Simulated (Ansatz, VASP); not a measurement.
**One calculation of TePb, two programs**

Contents of POSCAR:

```
TePb
1.0
    0.0000000000      3.6775507942      3.6775507942
    3.6775507942      0.0000000000      3.6775507942
    3.6775507942      3.6775507942      0.0000000000
Pb Te
1 1
Direct
    0.0000000000      0.0000000000      0.0000000000
    0.2500000000      0.2500000000      0.2500000000
```

The input INCAR.step1:

```
SYSTEM = TePb
PREC = Accurate
ENCUT = 520
ISMEAR = 0
SIGMA = 0.01
LREAL = .False.
LASPH = .True.
NELM = 60
NBANDS = 17
GGA = PE
ALGO = Normal
EDIFF = 1E-4
LWAVE = .True.
LCHARG = .False.
```

Contents of INCAR.step2:

```
SYSTEM = TePb
PREC = Accurate
ENCUT = 520
EDIFF = 1E-7
ISMEAR = 0
SIGMA = 0.01
LREAL = .False.
LASPH = .True.
NELM = 60
ALGO = Normal
ISIF = 2
LWAVE = .False.
LCHARG = .False.
METAGGA = R2SCAN
LMIXTAU = .True.
NBANDS = 17
ISTART = 1
```

KPOINTS

```
Automatic mesh
0
Gamma
  6 6 6
  0 0 0
```

Input for Ansatz:

```yaml
crystal:
  lattice:
    - [0.0, 3.6775507942, 3.6775507942]
    - [3.6775507942, 0.0, 3.6775507942]
    - [3.6775507942, 3.6775507942, 0.0]
  atoms:
    - { symbol: Pb, position: [0.0, 0.0, 0.0] }
    - { symbol: Te, position: [0.25, 0.25, 0.25] }
kpoints:
  mp_grid: { grid: [6, 6, 6] }
hamiltonian:
  xc: r2scan
scf:
  occupations: { method: fixed }
  n_extra_bands: 4
output:
  forces: true
  stress: true
  eigenvalues: true
```

Alike in both runs: task single point; functional r2SCAN; k mesh 6 × 6 × 6; no spin polarisation.

|  | VASP | Ansatz |
| --- | --- | --- |
| version | VASP 6.6.1 | Ansatz 0.2.0 |
| potentials or method | VASP PAW PBE potentials, release 64 (Pb_d, Te) | plane waves, PAW |
| plane-wave cutoff (eV) | 520 | 500 |
| occupations | gaussian, width 0.01 eV | fixed |
| valence electrons in the cell | 20 | 30 |

|  | VASP | Ansatz | Ansatz less VASP |
| --- | --- | --- | --- |
| gap on the k mesh at the Fermi level (eV) | 0.96 | 0.96 | +0.002 |
| pressure (GPa) | -0.7 | -0.7 | +0.01 |

VASP's potentials were made for PBE, not for r2SCAN. VASP's potentials hold 20 valence electrons a cell and Ansatz's 30, so a difference there can come from the potentials and not from the codes.

Spin-orbit coupling is off throughout.
